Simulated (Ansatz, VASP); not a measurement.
**HfSc2O3 in VASP and in Ansatz**

```
Hf Sc O
1.0
     4.19406    0.00000    0.00000
    -2.09703    3.63216    0.00000
     0.00000    0.00000    6.41475
Hf Sc O
1 2 3
Direct
  0.00000 0.00000 0.00000
  0.33333 0.66667 0.50000
  0.66667 0.33333 0.50000
  0.50000 0.00000 0.00000
  0.00000 0.50000 0.00000
  0.50000 0.50000 0.00000
```

Alike in both runs: task relaxation of cell and atoms; functional PBE; k mesh 6 × 6 × 4; occupations gaussian, width 0.1 eV; no spin polarisation.

|  | VASP | Ansatz |
| --- | --- | --- |
| version | VASP 6.6.1 | Ansatz 0.2.0 |
| potentials or method | VASP PAW PBE potentials, release 64 (Hf_pv, Sc_sv, O), cutoff 600 eV | scalar-relativistic, plane waves, PAW |
| valence electrons in the cell | 50 | 66 |

Ansatz gave:

| Quantity | Value |
| --- | --- |
| gap on the k mesh at the Fermi level, each at its own relaxed structure (eV) | none |
| relaxed volume (Å³/atom) | 12.13 |
| relaxed cell length with the largest relative difference (Å) | 5.194 |

**Question.** What did VASP give for the same quantities?

**Answer.** gap on the k mesh at the Fermi level, each at its own relaxed structure (eV): none; relaxed volume (Å³/atom): 12.02; relaxed cell length with the largest relative difference (Å): 5.156.

A gap of «none» marks a metal or a gap that the smearing closes. VASP's potentials hold 50 valence electrons a cell and Ansatz's 66, so a difference there can come from the potentials and not from the codes.

Spin-orbit coupling is off throughout. Noted on VASP's run: the volume moved by over 15 % at a fixed basis, so the end points are rough.
